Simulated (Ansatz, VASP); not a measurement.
**One calculation of PbS, two programs**

```
Pb S
1.0
     2.05047   -3.55126    0.00000
     2.05047    3.55126    0.00000
     0.00000    0.00000    7.43018
Pb S
2 2
Cartesian
  2.0505 3.5518 3.5519
  2.0505 -3.5518 7.2670
  2.0505 -1.1840 5.2097
  2.0505 1.1840 1.4947
```

Alike in both runs: functional BLYP; dispersion D3(BJ); k mesh 5 × 5 × 3; no spin polarisation.

Ansatz relaxed the structure, and its values are those at the end. VASP's run is a single point on that final structure, the one shown.

```csv
,VASP,Ansatz
version,VASP 6.6.1,Ansatz 0.2.0
potentials or method,"VASP PAW PBE potentials, release 64 (Pb_d, S)","plane waves, PAW"
plane-wave cutoff (eV),500,420
occupations,"gaussian, width 0.01 eV",fixed
valence electrons in the cell,40,40
```

|  | VASP | Ansatz | Ansatz less VASP |
| --- | --- | --- | --- |
| pressure (GPa) | 0.1 | 0.0 | -0.06 |
| rms of the force components (eV/Å) | 0.005 | 0.002 | -0.0032 |

VASP's potentials were made for PBE, not for BLYP. Ansatz's warnings: relaxed geometry near dispersion switch.

Spin-orbit coupling is off throughout.
